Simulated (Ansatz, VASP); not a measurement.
## One calculation of HgTe, two programs

```
Hg Te
1.0
     0.00000    3.21450    3.21450
     3.21450    0.00000    3.21450
     3.21450    3.21450    0.00000
Hg Te
1 1
Direct
  0.00000 0.00000 0.00000
  0.75000 0.75000 0.75000
```

Alike in both runs: task single point; functional PBE; k mesh 7 × 7 × 7; occupations gaussian, width 0.025 eV; no spin polarisation.

|  | VASP | Ansatz |
| --- | --- | --- |
| version | VASP 6.6.1 | Ansatz 0.2.0 |
| potentials or method | VASP PAW PBE potentials, release 64 (Hg, Te) | Ansatz PAW |
| plane-wave cutoff (eV) | 500 | 420 |
| valence electrons in the cell | 18 | 36 |

|  | VASP | Ansatz | Ansatz less VASP |
| --- | --- | --- | --- |
| gap on the k mesh at the Fermi level (eV) | none | none | - |
| pressure (GPa) | 4.6 | 4.6 | -0.08 |

A gap of «none» marks a metal or a gap that the smearing closes. VASP's potentials hold 18 valence electrons a cell and Ansatz's 36, so a difference there can come from the potentials and not from the codes.

Neither program's run includes spin-orbit coupling.
